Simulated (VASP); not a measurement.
# Ta (I4/mmm) in VASP: further runs, part 2 of 2

VASP 6.6.1. The steps go on from the part before.

## 3. Single point, PBEsol (19.77 Å³/atom)

INCAR reads:

```
PREC = Accurate
ENCUT = 520
EDIFF = 1E-6
ISMEAR = 0
SIGMA = 0.15
LREAL = False
LASPH = True
NELM = 60
ALGO = Fast
ISIF = 2
LWAVE = False
LCHARG = True
GGA = PS
LELF = True
LVHAR = True
NBANDS = 12
```

KPOINTS reads:

```
regular mesh
0
Gamma
  22 22 22
```

POSCAR reads:

```
Ta
1.0
   -1.6614567576      1.6614567576      1.7903858019
    1.6614567576     -1.6614567576      1.7903858019
    1.6614567576      1.6614567576     -1.7903858019
Ta
1
Direct
    0.0000000000      0.0000000000      0.0000000000
```

Potentials or basis: VASP PAW PBE potentials, release 64 (Ta_pv).

Run with:

```bash
$ cat potpaw_PBE.64/Ta_pv/POTCAR > POTCAR
$ mpirun -np 1 vasp_std > vasp.out
```

Wall time 55 s (1 thread of Intel Xeon 6975P-C (Granite Rapids), shared host); peak memory 0.3 GiB.

Results (log left out):

- Free energy: -12.4078 eV
- Pressure: -18.4 GPa
- Band gap on the k mesh: zero (an odd number of electrons rules out a gap without spin polarisation)

Stress tensor (GPa, compression positive):
```
-16.53   0.00   0.00
  0.00 -16.53   0.00
  0.00   0.00 -22.27
```

Levels at points of the mesh, in eV from the Fermi level:
| k point | band 1 | band 2 | band 3 | band 4 | band 5 | band 6 | band 7 | band 8 | band 9 | band 10 |
| --- | --- | --- | --- | --- | --- | --- | --- | --- | --- | --- |
| (0.00, 0.00, 0.00) | -33.43 | -33.42 | -33.42 | -7.59 | 0.46 | 0.46 | 1.26 | 3.04 | 4.10 | 13.83 |
| (0.50, 0.00, 0.00) | -34.29 | -33.68 | -33.42 | -4.05 | -1.01 | 1.07 | 2.85 | 4.48 | 6.77 | 10.08 |
| (0.50, 0.50, 0.00) | -34.27 | -33.75 | -33.46 | -3.97 | -1.86 | 1.55 | 4.18 | 4.77 | 7.00 | 10.51 |
| (0.50, 0.50, 0.50) | -34.12 | -33.98 | -33.98 | -3.43 | -3.21 | 5.91 | 6.17 | 6.17 | 6.63 | 8.46 |

Caveat: the cell stands under tension; the PAW data sets were made with another functional, which shifts forces and pressure a little; spin-orbit coupling is left out, which moves the levels of the heavy elements.

## 4. Single point, PBEsol (19.77 Å³/atom)

INCAR reads:

```
SYSTEM = Ta
ALGO     = Fast           ! electronic algorithm
EDIFF    = 1E-7           ! SCF threshold, eV
ENCUT    = 520            ! plane-wave cutoff, eV
GGA      = PS             ! functional
ISIF     = 2              ! what is computed and relaxed
ISMEAR   = 0              ! smearing method
LASPH    = .True.         ! aspherical terms in the spheres
LCHARG   = .False.        ! write CHGCAR
LREAL    = .False.        ! projectors in reciprocal space
LWAVE    = .False.        ! write WAVECAR
NBANDS   = 12             ! bands
NELM     = 80             ! most SCF steps
PREC     = Accurate       ! precision mode
SIGMA    = 0.15           ! smearing width, eV
```

KPOINTS reads:

```
k-points
0
Gamma
  22 22 22
  0 0 0
```

POSCAR reads:

```
Ta
1.0
   -1.7463270372      1.7463270372      1.6205914906
    1.7463270372     -1.7463270372      1.6205914906
    1.7463270372      1.7463270372     -1.6205914906
Ta
1
Direct
    0.0000000000      0.0000000000      0.0000000000
```

Potentials or basis: VASP PAW PBE potentials, release 64 (Ta_pv).

Run with:

```bash
$ cat potpaw_PBE.64/Ta_pv/POTCAR > POTCAR
$ mpirun -np 1 vasp_std > vasp.out
```

OUTCAR:

```text
SYSTEM = Ta
   EDIFF = 1E-7
   ENCUT = 520
   GGA = PS
   ISIF = 2
   ISMEAR = 0
   LASPH = .True.
   LREAL = .False.
   NELM = 80
   PREC = Accurate

 ion  position               nearest neighbor table
   1  0.000  0.000  0.000-

  LATTYP: Found a body centered tetragonal cell.
 ALAT       =     3.4926540744
 C/A-ratio  =     0.9280000000

  Lattice vectors:

 A1 = (  -1.7463270372,   1.7463270372,   1.6205914906)
 A2 = (   1.7463270372,  -1.7463270372,   1.6205914906)
 A3 = (   1.7463270372,   1.7463270372,  -1.6205914906)

Analysis of symmetry for initial positions (statically):
=====================================================================
 Subroutine PRICEL returns:
 Original cell was already a primitive cell.

 Routine SETGRP: Setting up the symmetry group for a
 body centered tetragonal supercell.

 Subroutine GETGRP returns: Found 16 space group operations
 (whereof 16 operations were pure point group operations)
 out of a pool of 16 trial point group operations.

The static configuration has the point symmetry D_4h.

Analysis of symmetry for dynamics (positions and initial velocities):
[... 162 lines left out ...]
 cond. band min:       4.6218415224   @ k =  -0.2727   0.0455  -0.0000
 fundamental gap:      0.0040720792
 Fermi energy:         4.6192205943

 k-point     1 :       0.0000    0.0000    0.0000
  band No.  band energies     occupation
      1     -28.8029      2.00000
      2     -28.8029      2.00000
      3     -28.7865      2.00000
      4      -2.9638      2.00000
      5       4.7695      0.15646
      6       5.6483      0.00000
      7       5.6483      0.00000
      8       7.6026      0.00000
      9       8.7915      0.00000
     10      18.8137      0.00000
     11      18.8137      0.00000
     12      20.1467      0.00000
[... 331 lines left out ...]
 k-point    24 :      -0.4545    0.0455    0.0000
  band No.  band energies     occupation
      1     -29.6149      2.00000
      2     -29.0897      2.00000
      3     -28.8314      2.00000
      4       0.6600      2.00000
      5       3.1270      2.00000
      6       5.4723      0.00000
      7       8.2015      0.00000
      8       9.3213      0.00000
      9      11.0552      0.00000
     10      15.4302      0.00000
     11      16.6208      0.00000
     12      20.1126      0.00000

 [... further k-points ...]
[... 5 lines left out ...]
  --------------------------------------------------------------------------------------
  -------------------------------------------------------------------------------------
  Total       -2.4633832     -2.4633832     -1.8774134      0.0000000     -0.0000000      0.0000000
  in kB     -199.6447350   -199.6447350   -152.1548461      0.0000000     -0.0000000      0.0000000
  external PRESSURE =    -183.8147720 kB  Pullay stress =       0.0000000 kB

 VOLUME and BASIS-vectors are now :
 -----------------------------------------------------------------------------
  energy-cutoff  :      520.00
  volume of cell :       19.77
      direct lattice vectors                 reciprocal lattice vectors
    -1.746327037  1.746327037  1.620591491     0.000000000  0.286315214  0.308529326
     1.746327037 -1.746327037  1.620591491     0.286315214  0.000000000  0.308529326
     1.746327037  1.746327037 -1.620591491     0.286315214  0.286315214  0.000000000

 POSITION                                       TOTAL-FORCE (eV/Angst)
 -----------------------------------------------------------------------------------
      0.00000      0.00000      0.00000         0.000000      0.000000      0.000000
 -----------------------------------------------------------------------------------
    total drift:                                0.000000      0.000000      0.000000

  FREE ENERGIE OF THE ION-ELECTRON SYSTEM (eV)
  ---------------------------------------------------
  free  energy   TOTEN  =       -12.4088049989 eV

  energy  without entropy=      -12.3912623208  energy(sigma->0) =      -12.40003366
```

Run time: 68 s. Hardware: 1 thread of Intel Xeon 6975P-C (Granite Rapids), shared host; peak memory 0.3 GiB.

What came out:

```yaml
Free_energy: -12.4088 eV
Pressure: -18.4 GPa
Band_gap_on_the_k_mesh: zero (an odd number of electrons rules out a gap without spin polarisation)
```

Caveat: the cell stands under tension; the PAW data sets were made with another functional, which shifts forces and pressure a little; spin-orbit coupling is left out, which moves the levels of the heavy elements.

## 5. The runs side by side

```csv
cell,further INCAR settings,gap on the mesh (eV),pressure (GPa)
"a = 3.013 Å, angles 118.4, 118.4, 92.7°, 1 atom",ALGO = Fast; EDIFF = 1e-06; NBANDS = 12,none,-14.6
"a = 2.954 Å, angles 111.6, 111.6, 105.4°, 1 atom",ALGO = Fast; EDIFF = 1e-06; NBANDS = 12,none,-18.4
"a = 2.954 Å, angles 107.5, 107.5, 113.5°, 1 atom",ALGO = Fast; EDIFF = 1e-07; NBANDS = 12,none,-18.4
```

Alike in all rows: task single point; level PBEsol; potentials or basis VASP PAW PBE potentials, release 64 (Ta_pv); no spin polarisation; k mesh 22 × 22 × 22; cutoff (eV) 520; smearing gaussian 0.15 eV.

Caveats: the cell stands under tension; the PAW data sets were made with another functional, which shifts forces and pressure a little; spin-orbit coupling is left out, which moves the levels of the heavy elements.

Absolute energies hang on the potentials; compare differences alone.
